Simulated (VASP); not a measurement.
# Sn (I4_1/amd) in VASP: notebook

Sn is run at these levels: LDA; tasks: electric field gradients.

All numbers are computed with VASP 6.6.1; they aren't measurements. Logs are shortened: lines on timing, memory, paths and dates and some standing lists are left out, and cuts for length are marked.

## (1) The cell of the first run

It takes space group I4_1/amd (No. 141, tetragonal). Conventional cell: a = 5.870 Å, b = 5.870 Å, c = 3.202 Å, α = 90.00°, β = 90.00°, γ = 90.00°. Within 4.0 Å of Sn (site symmetry -4m2) lie 10 Sn at 3.04 to 3.79 Å.

## (2) Electric field gradients, LDA (27.59 Å³/atom)

Contents of INCAR:

```
SYSTEM = Sn
ALGO     = Normal         ! electronic algorithm
EDIFF    = 1E-8           ! SCF threshold, eV
ENCUT    = 520            ! plane-wave cutoff, eV
GGA      = CA             ! functional
ISIF     = 2              ! what is computed and relaxed
ISMEAR   = -1             ! smearing method
LASPH    = .TRUE.         ! aspherical terms in the spheres
LCHARG   = .FALSE.        ! write CHGCAR
LEFG     = .TRUE.       
LREAL    = .FALSE.        ! projectors in reciprocal space
LWAVE    = .FALSE.        ! write WAVECAR
NBANDS   = 21             ! bands
NELM     = 100            ! most SCF steps
PREC     = Accurate       ! precision mode
SIGMA    = 0.05           ! smearing width, eV
```

Contents of KPOINTS:

```
k-points
0
G
  15 15 15
  0 0 0
```

Contents of POSCAR:

```
Sn
1.0
   -2.9351608277      2.9351608277      1.6011844130
    2.9351608277     -2.9351608277      1.6011844130
    2.9351608277      2.9351608277     -1.6011844130
Sn
2
Direct
    0.0000000000      0.0000000000      0.0000000000
    0.7500000000      0.2500000000      0.5000000000
```

Potentials or basis: VASP PAW LDA potentials, release 64 (Sn_d).

Launch:

```sh
cat potpaw_LDA.64/Sn_d/POTCAR > POTCAR
mpirun -np 1 vasp_std > vasp.out
```

OUTCAR:

```text
SYSTEM = Sn
   EDIFF = 1E-8
   ENCUT = 520
   GGA = CA
   ISIF = 2
   ISMEAR = -1
   LASPH = .TRUE.
   LREAL = .FALSE.
   NELM = 100
   PREC = Accurate

 ion  position               nearest neighbor table
   1  0.000  0.000  0.000-   2 3.04   2 3.04   2 3.04   2 3.04
   2  0.750  0.250  0.500-   1 3.04   1 3.04   1 3.04   1 3.04

  LATTYP: Found a body centered tetragonal cell.
 ALAT       =     5.8703216554
 C/A-ratio  =     0.5455184595

  Lattice vectors:

 A1 = (  -2.9351608277,   2.9351608277,   1.6011844130)
 A2 = (   2.9351608277,  -2.9351608277,   1.6011844130)
 A3 = (   2.9351608277,   2.9351608277,  -1.6011844130)

Analysis of symmetry for initial positions (statically):
=====================================================================
 Subroutine PRICEL returns:
 Original cell was already a primitive cell.

 Routine SETGRP: Setting up the symmetry group for a
 body centered tetragonal supercell.

 Subroutine GETGRP returns: Found 16 space group operations
 (whereof  8 operations were pure point group operations)
 out of a pool of 16 trial point group operations.

The static configuration has the point symmetry D_2d.
 The point group associated with its full space group is D_4h.

Analysis of symmetry for dynamics (positions and initial velocities):
=====================================================================
 Subroutine PRICEL returns:
 Original cell was already a primitive cell.

 Routine SETGRP: Setting up the symmetry group for a
 body centered tetragonal supercell.

 Subroutine GETGRP returns: Found 16 space group operations
 (whereof  8 operations were pure point group operations)
 out of a pool of 16 trial point group operations.

The dynamic configuration has the point symmetry D_2d.
 The point group associated with its full space group is D_4h.

 Subroutine INISYM returns: Found 16 space group operations
 (whereof  8 operations are pure point group operations),
 and found     1 'primitive' translations

----------------------------------------------------------------------------------------

                                     Primitive cell

  volume of cell :      55.1779

  direct lattice vectors                    reciprocal lattice vectors
    -2.935160828  2.935160828  1.601184413     0.000000000  0.170348417  0.312268840
     2.935160828 -2.935160828  1.601184413     0.170348417  0.000000000  0.312268840
     2.935160828  2.935160828 -1.601184413     0.170348417  0.170348417  0.000000000

  length of vectors
     4.449059417  4.449059417  4.449059417     0.355711135  0.355711135  0.240909041

  position of ions in fractional coordinates (direct lattice)
     0.000000000  0.000000000  0.000000000
     0.750000000  0.250000000  0.500000000

  ion indices of the primitive-cell ions
   primitive index   ion index
                 1           1
                 2           2

----------------------------------------------------------------------------------------

 KPOINTS: k-points

Automatic generation of k-mesh.
 Grid dimensions read from file:
 generate k-points for:   15   15   15

 Generating k-lattice:

  Cartesian coordinates                     Fractional coordinates (reciprocal lattice)
     0.000000000  0.011356561  0.020817923     0.066666667  0.000000000  0.000000000
     0.011356561  0.000000000  0.020817923     0.000000000  0.066666667  0.000000000
     0.011356561  0.011356561  0.000000000     0.000000000  0.000000000  0.066666667

  Length of vectors
     0.023714076  0.023714076  0.016060603

  Shift w.r.t. Gamma in fractional coordinates (k-lattice)
     0.000000000  0.000000000  0.000000000

 Subroutine IBZKPT returns following result:
 ===========================================

 Found    288 irreducible k-points:

 Following reciprocal coordinates:
            Coordinates               Weight
  0.000000  0.000000  0.000000      1.000000
  0.066667  0.000000  0.000000      8.000000
  0.133333 -0.000000  0.000000      8.000000
  0.200000 -0.000000  0.000000      8.000000
  0.266667 -0.000000  0.000000      8.000000
  0.333333  0.000000  0.000000      8.000000
[... 16 lines left out ...]
  0.133333  0.133333  0.000000      8.000000
  0.200000  0.133333  0.000000     16.000000
 [... further k-points ...]
   k-points           NKPTS =    288   k-points in BZ     NKDIM =    288   number of bands    NBANDS=     21
   number of dos      NEDOS =    301   number of ions     NIONS =      2
   total plane-waves  NPLWV =  46656
   dimension x,y,z NGX =    36 NGY =   36 NGZ =   36
   dimension x,y,z NGXF=    72 NGYF=   72 NGZF=   72
   ions per type =               2
   NGX,Y,Z   is equivalent  to a cutoff of  13.45, 13.45, 13.45 a.u.
   NGXF,Y,Z  is equivalent  to a cutoff of  26.90, 26.90, 26.90 a.u.
 SYSTEM =  Sn
   PREC   = accura    normal or accurate (medium, high low for compatibility)
   ISTART =      0    job   : 0-new  1-cont  2-samecut
   ICHARG =      2    charge: 1-file 2-atom 10-const
   ISPIN  =      1    spin polarized calculation?
   LNONCOLLINEAR =      F non collinear calculations
   LSORBIT =      F    spin-orbit coupling
   LASPH  =      T    aspherical Exc in radial PAW
   ENCUT  =  520.0 eV  38.22 Ry    6.18 a.u.   8.27  8.27  8.27*2*pi/ulx,y,z
   NELM   =    100;   NELMIN=  2; NELMDL= -5     # of ELM steps
   EDIFF  = 0.1E-07   stopping-criterion for ELM
   LREAL  =      F    real-space projection
   EDIFFG = 0.1E-06   stopping-criterion for IOM
   NSW    =      0    number of steps for IOM
   IBRION =     -1    ionic relax: 0-MD 1-quasi-New 2-CG
   NFREE  =      0    steps in history (QN), initial steepest desc. (CG)
   ISIF   =      2    stress and relaxation
   ISYM   =      2    0-nonsym 1-usesym 2-fastsym
   POTIM  = 0.5000    time-step for ionic-motion
   TEBEG  =    0.0;   TEEND  =   0.0 temperature during run
   PSTRESS=    0.0 pullay stress
   NELECT =      28.0000    total number of electrons
   NUPDOWN=      -1.0000    fix difference up-down
   EMIN   =  10.00;   EMAX   =-10.00  energy-range for DOS
   EFERMI =   0.00;   METHOD = LEGACY
   ISMEAR =    -1;   SIGMA  =   0.05  broadening in eV -4-tet -1-fermi 0-gaus
   EFERMI_NEDOS =   21; number of points for ismear=-14 and -15
   IALGO  =     38    algorithm
   IMIX   =      4    mixing-type and parameters
     AMIX     =   0.40;   BMIX     =  1.00
     AMIX_MAG =   1.60;   BMIX_MAG =  1.00
  volume/ion in A,a.u.               =      27.59       186.18
  Fermi-wavevector in a.u.,A,eV,Ry     =   1.305787  2.467580 23.199030  1.705081
  Thomas-Fermi vector in A             =   2.436633
   LORBIT       =      0    0 simple, 1 ext, 2 COOP (PROOUT), +10 PAW based schemes
   GGA     = CA    functional components
   LHFCALC =     F    Hartree Fock is set to
   AEXX    =    0.0000 exact exchange contribution
   IVDW    =     0    specifies the selected vdW correction
   LEPSILON=     F    determine dielectric tensor
   LRPA    =     F    only Hartree local field effects (RPA)
 non-spin polarized calculation
  energy-cutoff  :      520.00
  volume of cell :       55.18
 maximum number of plane-waves:      1501
 NGX is ok and might be reduce to    36
   NGX = 17   NGY = 17   NGZ = 17

 number of electron      27.9999991 magnetization

 Free energy of the ion-electron system (eV)
  ---------------------------------------------------
  ext. energy  EPLUGINS =         0.00000000
  ---------------------------------------------------
  free energy    TOTEN  =        -8.95694570 eV

  energy without entropy =       -8.94910276  energy(sigma->0) =       -8.95302423

 E-fermi :   7.4830     XC(G=0): -10.4693

 val. band max:        7.4772776294   @ k =  -0.2000   0.2000   0.0667
 cond. band min:       7.4930930049   @ k =   0.2667   0.0667   0.0000
 fundamental gap:      0.0158153756
 Fermi energy:         7.4830465069

 k-point     1 :       0.0000    0.0000    0.0000
  band No.  band energies     occupation
      1     -14.0324      2.00000
      2     -13.9500      2.00000
      3     -13.9079      2.00000
      4     -13.8965      2.00000
      5     -13.7535      2.00000
      6     -13.7535      2.00000
[... 13 lines left out ...]
     20      17.3759      0.00000
     21      18.0271      0.00000
[... 529 lines left out ...]
 k-point    24 :       0.2000    0.1333    0.0000
  band No.  band energies     occupation
      1     -13.9915      2.00000
      2     -13.8641      2.00000
      3     -13.8590      2.00000
      4     -13.8157      2.00000
      5     -13.8102      2.00000
      6     -13.7935      2.00000
[... 13 lines left out ...]
     20      14.6440      0.00000
     21      15.5035      0.00000

 [... further k-points ...]

------------------------ aborting loop because EDIFF is reached ----------------------------------------

  FORCE on cell =-STRESS in cart. coord.  units (eV):
  Direction    XX          YY          ZZ          XY          YZ          ZX
  --------------------------------------------------------------------------------------
  -------------------------------------------------------------------------------------
  Total       -0.8486640     -0.8486640     -1.1589252      0.0000000      0.0000000      0.0000000
  in kB      -24.6422985    -24.6422985    -33.6512215      0.0000000      0.0000000      0.0000000
  external PRESSURE =     -27.6452728 kB  Pullay stress =       0.0000000 kB

 VOLUME and BASIS-vectors are now :
 -----------------------------------------------------------------------------
  energy-cutoff  :      520.00
  volume of cell :       55.18
      direct lattice vectors                 reciprocal lattice vectors
    -2.935160828  2.935160828  1.601184413     0.000000000  0.170348417  0.312268840
     2.935160828 -2.935160828  1.601184413     0.170348417  0.000000000  0.312268840
     2.935160828  2.935160828 -1.601184413     0.170348417  0.170348417  0.000000000

 POSITION                                       TOTAL-FORCE (eV/Angst)
 -----------------------------------------------------------------------------------
      0.00000      0.00000      0.00000        -0.000000     -0.000000     -0.000000
     -0.00000      2.93516      0.80059         0.000000      0.000000      0.000000
 -----------------------------------------------------------------------------------
    total drift:                               -0.000000      0.000000     -0.000000

  FREE ENERGIE OF THE ION-ELECTRON SYSTEM (eV)
  ---------------------------------------------------
  free  energy   TOTEN  =        -8.9569456955 eV

  energy  without entropy=       -8.9491027575  energy(sigma->0) =       -8.95302423

 Electric field gradients (V/A^2)
---------------------------------------------------------------------
 ion       V_xx      V_yy      V_zz      V_xy      V_xz      V_yz
---------------------------------------------------------------------
   1     -22.087   -22.087    44.174     0.002     0.001     0.001
   2     -22.087   -22.087    44.174     0.002     0.001     0.001
---------------------------------------------------------------------

 Electric field gradients after diagonalization (V/A^2)
 (convention: |V_zz| > |V_xx| > |V_yy|)
----------------------------------------------------------------------
 ion       V_xx      V_yy      V_zz     asymmetry (V_yy - V_xx)/ V_zz
----------------------------------------------------------------------
   1     -22.089   -22.086    44.174       0.000
   2     -22.089   -22.086    44.174       0.000
----------------------------------------------------------------------

           NMR quadrupolar parameters

 Cq : quadrupolar parameter    Cq=e*Q*V_zz/h
 eta: asymmetry parameters     (V_yy - V_xx)/ V_zz
 Q  : nuclear electric quadrupole moment in mb (millibarn)
----------------------------------------------------------------------
 ion       Cq(MHz)       eta       Q (mb)
----------------------------------------------------------------------
   1       0.107       0.000       1.000
   2       0.107       0.000       1.000
----------------------------------------------------------------------
```

Wall time 2.6 min (1 thread of Intel Xeon Platinum 8559C (Emerald Rapids), shared host); peak memory 0.37 GiB.

What came out:

```yaml
Free_energy: -8.9569 eV
Pressure: -2.8 GPa
Band_gap_on_the_k_mesh: zero (bands 14 and 15 overlap by 4.17 eV)
Largest_electric_field_gradient_by_atom: Sn +44.2 V/Å²
```

Electric field gradients, principal values (V/Å²):
```tsv
atom	least	middle	greatest (by size)
1 Sn	-22.086	-22.089	44.174
2 Sn	-22.086	-22.089	44.174
```

Caveat: without QUAD_EFG the Cq values of the log hold for a quadrupole moment of 1 mb, not for the nuclei; spin-orbit coupling is left out, which moves the levels of the heavy elements.

## (3) Electric field gradients, LDA (27.59 Å³/atom)

Contents of INCAR:

```
SYSTEM = Sn
PREC = Accurate
ENCUT = 520
EDIFF = 1E-8
ISMEAR = -1
SIGMA = 0.05
LREAL = .FALSE.
LASPH = .TRUE.
NELM = 100
ALGO = Normal
ISIF = 2
LWAVE = .FALSE.
LCHARG = .FALSE.
LEFG = .TRUE.
NBANDS = 21
```

Contents of KPOINTS:

```
regular mesh
0
G
  15 15 15
  0 0 0
```

POSCAR is that of step 2.

Potentials or basis: VASP PAW LDA potentials, release 64 (Sn_d).

Launch:

```sh
cat potpaw_LDA.64/Sn_d/POTCAR > POTCAR
mpirun -np 1 vasp_std > vasp.out
```

OUTCAR:

```text
SYSTEM = Sn
   PREC = Accurate
   ENCUT = 520
   EDIFF = 1E-8
   ISMEAR = -1
   LREAL = .FALSE.
   LASPH = .TRUE.
   NELM = 100
   ISIF = 2

 ion  position               nearest neighbor table
   1  0.000  0.000  0.000-   2 3.04   2 3.04   2 3.04   2 3.04
   2  0.750  0.250  0.500-   1 3.04   1 3.04   1 3.04   1 3.04

  LATTYP: Found a body centered tetragonal cell.
 ALAT       =     5.8703216554
 C/A-ratio  =     0.5455184595

  Lattice vectors:

 A1 = (  -2.9351608277,   2.9351608277,   1.6011844130)
 A2 = (   2.9351608277,  -2.9351608277,   1.6011844130)
 A3 = (   2.9351608277,   2.9351608277,  -1.6011844130)

Analysis of symmetry for initial positions (statically):
=====================================================================
 Subroutine PRICEL returns:
 Original cell was already a primitive cell.

 Routine SETGRP: Setting up the symmetry group for a
 body centered tetragonal supercell.

 Subroutine GETGRP returns: Found 16 space group operations
 (whereof  8 operations were pure point group operations)
 out of a pool of 16 trial point group operations.

The static configuration has the point symmetry D_2d.
 The point group associated with its full space group is D_4h.

Analysis of symmetry for dynamics (positions and initial velocities):
=====================================================================
 Subroutine PRICEL returns:
 Original cell was already a primitive cell.

 Routine SETGRP: Setting up the symmetry group for a
 body centered tetragonal supercell.

 Subroutine GETGRP returns: Found 16 space group operations
 (whereof  8 operations were pure point group operations)
[... 157 lines left out ...]

 k-point     1 :       0.0000    0.0000    0.0000
  band No.  band energies     occupation
      1     -14.0324      2.00000
      2     -13.9500      2.00000
      3     -13.9079      2.00000
      4     -13.8965      2.00000
      5     -13.7535      2.00000
      6     -13.7535      2.00000
[... 565 lines left out ...]
     20      14.6440      0.00000
     21      15.5035      0.00000

 [... further k-points ...]

------------------------ aborting loop because EDIFF is reached ----------------------------------------

  FORCE on cell =-STRESS in cart. coord.  units (eV):
  Direction    XX          YY          ZZ          XY          YZ          ZX
  --------------------------------------------------------------------------------------
  -------------------------------------------------------------------------------------
  Total       -0.8486640     -0.8486640     -1.1589252      0.0000000      0.0000000      0.0000000
  in kB      -24.6422985    -24.6422985    -33.6512215      0.0000000      0.0000000      0.0000000
  external PRESSURE =     -27.6452728 kB  Pullay stress =       0.0000000 kB

 VOLUME and BASIS-vectors are now :
 -----------------------------------------------------------------------------
  energy-cutoff  :      520.00
  volume of cell :       55.18
      direct lattice vectors                 reciprocal lattice vectors
    -2.935160828  2.935160828  1.601184413     0.000000000  0.170348417  0.312268840
     2.935160828 -2.935160828  1.601184413     0.170348417  0.000000000  0.312268840
     2.935160828  2.935160828 -1.601184413     0.170348417  0.170348417  0.000000000

 POSITION                                       TOTAL-FORCE (eV/Angst)
 -----------------------------------------------------------------------------------
      0.00000      0.00000      0.00000        -0.000000     -0.000000     -0.000000
     -0.00000      2.93516      0.80059         0.000000      0.000000      0.000000
 -----------------------------------------------------------------------------------
    total drift:                               -0.000000      0.000000     -0.000000

  FREE ENERGIE OF THE ION-ELECTRON SYSTEM (eV)
  ---------------------------------------------------
  free  energy   TOTEN  =        -8.9569456955 eV

  energy  without entropy=       -8.9491027575  energy(sigma->0) =       -8.95302423

 Electric field gradients (V/A^2)
---------------------------------------------------------------------
 ion       V_xx      V_yy      V_zz      V_xy      V_xz      V_yz
---------------------------------------------------------------------
   1     -22.087   -22.087    44.174     0.002     0.001     0.001
   2     -22.087   -22.087    44.174     0.002     0.001     0.001
---------------------------------------------------------------------

 Electric field gradients after diagonalization (V/A^2)
 (convention: |V_zz| > |V_xx| > |V_yy|)
----------------------------------------------------------------------
 ion       V_xx      V_yy      V_zz     asymmetry (V_yy - V_xx)/ V_zz
----------------------------------------------------------------------
   1     -22.089   -22.086    44.174       0.000
   2     -22.089   -22.086    44.174       0.000
----------------------------------------------------------------------

           NMR quadrupolar parameters

 Cq : quadrupolar parameter    Cq=e*Q*V_zz/h
 eta: asymmetry parameters     (V_yy - V_xx)/ V_zz
 Q  : nuclear electric quadrupole moment in mb (millibarn)
----------------------------------------------------------------------
 ion       Cq(MHz)       eta       Q (mb)
----------------------------------------------------------------------
   1       0.107       0.000       1.000
   2       0.107       0.000       1.000
----------------------------------------------------------------------
```

Wall time 2.5 min (1 thread of Intel Xeon Platinum 8559C (Emerald Rapids), shared host); peak memory 0.37 GiB.

Results:

| Quantity | Value |
| --- | --- |
| Free energy | -8.9569 eV |
| Pressure | -2.8 GPa |
| Band gap on the k mesh | zero (bands 14 and 15 overlap by 4.17 eV) |
| Largest electric field gradient by atom | Sn +44.2 V/Å² |

Levels at points of the mesh, in eV from the Fermi level:
| k point | band 10 | band 11 | band 12 | band 13 | band 14 | band 15 | band 16 | band 17 | band 18 | band 19 |
| --- | --- | --- | --- | --- | --- | --- | --- | --- | --- | --- |
| (0.00, 0.00, 0.00) | -21.03 | -11.01 | -3.75 | -1.91 | -1.91 | 3.12 | 6.10 | 6.10 | 6.65 | 6.73 |

Electric field gradients, principal values (V/Å²):
| atom | least | middle | greatest (by size) |
| --- | --- | --- | --- |
| 1 Sn | -22.086 | -22.089 | 44.174 |
| 2 Sn | -22.086 | -22.089 | 44.174 |

Caveat: without QUAD_EFG the Cq values of the log hold for a quadrupole moment of 1 mb, not for the nuclei; spin-orbit coupling is left out, which moves the levels of the heavy elements.
